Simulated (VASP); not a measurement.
Write the native input for VASP 6.6.1 that does the following.

* Task: relaxation of cell and atoms
* Functional: PBE
* Potentials or basis: VASP PAW PBE potentials, release 64 (S, Be)
* Cutoff: 600 eV
* k mesh: 12 × 12 × 7
* Occupations: fermi-dirac, width 0.08 eV
* Spin: no spin polarisation
* Target pressure: -2.9 GPa
* Dipole correction: no
* Further INCAR settings: ALGO = Normal; EDIFF = 1e-06; IBRION = 2; EDIFFG = -0.005; NSW = 60; ISIF = 3

The structure of BeS (anti NiAs type) lies in POSCAR:

```
BeS
1.0
    3.3626857245      0.0000000000      0.0000000000
   -1.6813428623      2.9121712624      0.0000000000
    0.0000000000      0.0000000000      5.2121628730
S Be
2 2
Direct
    0.0000000000      0.0000000000      0.0000000000
    0.0000000000      0.0000000000      0.5000000000
    0.3333333333      0.6666666667      0.2500000000
    0.6666666667      0.3333333333      0.7500000000
```

These files were run (other wordings do the same):

INCAR

```
PREC = Accurate
ENCUT = 600
EDIFF = 1E-6
ISMEAR = -1
SIGMA = 0.08
LREAL = False
LASPH = True
NELM = 60
ALGO = Normal
ISIF = 3
LWAVE = False
LCHARG = False
GGA = PE
IBRION = 2
NSW = 60
EDIFFG = -0.005
PSTRESS = -29.0
```

KPOINTS

```
regular mesh
0
Gamma
  12 12 7
```

Potentials or basis: VASP PAW PBE potentials, release 64 (S, Be).

Launch:

```console
$ cat potpaw_PBE.64/S/POTCAR potpaw_PBE.64/Be/POTCAR > POTCAR
$ mpirun -np 1 vasp_std > vasp.out
```

Results of the run:

```json
{
 "Relaxed volume": "13.60 Å³/atom",
 "Relaxed cell": "a = 3.259 Å, b = 3.259 Å, c = 5.915 Å, α = 90.00°, β = 90.00°, γ = 120.00°",
 "Space group after relaxing (to 0.1 Å)": "P6_3/mmc (No. 194)",
 "Energy change on relaxing (the run minimises the enthalpy)": "-166.5 meV/atom",
 "Ionic steps": "7",
 "Pressure after relaxing": "-2.9 GPa",
 "Band gap on the k mesh": "zero (bands 8 and 9 overlap by 0.42 eV)"
}
```

Caveat: the cell is relaxed towards a set pressure, so the run minimises the enthalpy, not the energy; semilocal functionals underestimate gaps, so a narrow gap can read as zero.

Wall time 100 s on 1 thread of AMD EPYC 9R45 96-Core Processor (Zen 5), on a shared host, peak memory 0.18 GiB.
